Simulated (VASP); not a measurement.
Crystal: NbC4.

```
CELL_PARAMETERS angstrom
-2.68475 2.68475 2.68475
2.68475 -2.68475 2.68475
2.68475 2.68475 -2.68475
ATOMIC_POSITIONS crystal
Nb 0.00000 0.00000 0.00000
C 0.50000 0.50000 0.50000
C 0.00000 0.00000 0.50000
C 0.00000 0.50000 0.00000
C 0.50000 0.00000 0.00000
```

| Quantity | Value |
| --- | --- |
| Program | VASP 6.6.1 |
| Task | relaxation of cell and atoms |
| Functional | PBE |
| Potentials or basis | VASP PAW PBE potentials, release 64 (Nb_sv, C) |
| Cutoff | 600 eV |
| k mesh | 4 × 4 × 4 |
| Occupations | gaussian, width 0.1 eV |
| Spin | no spin polarisation |

At the start: pressure -26.0 GPa; volume 15.48 Å³/atom.

Where does the relaxation end?

Over 3 steps the energy falls by 362.9 meV/atom and the volume is 11.92 Å³/atom (-23.0 %); space group Im-3m (No. 229, to 0.05 Å).

Step by step:
| step | energy change (eV) | largest force (eV/Å) | pressure (GPa) | volume (Å³) |
| --- | --- | --- | --- | --- |
| 1 | 0.0000 | 0.0000 | -25.99 | 77.41 |
| 2 | -1.2963 | 0.0000 | 26.39 | 52.55 |
| 3 | -1.8147 | 0.0000 | -0.15 | 59.58 |

Final structure:
```
Nb C
1.0
    -2.46041    2.46041    2.46041
     2.46041   -2.46041    2.46041
     2.46041    2.46041   -2.46041
Nb C
1 4
Direct
  0.00000 0.00000 0.00000
  0.50000 0.50000 0.50000
  0.00000 0.00000 0.50000
  0.00000 0.50000 0.00000
  0.50000 0.00000 0.00000
```

Caveat: the k points lie up to 0.45 Å⁻¹ apart in the final cell; the volume moved by over 15 % at a fixed basis, so the end points are rough.
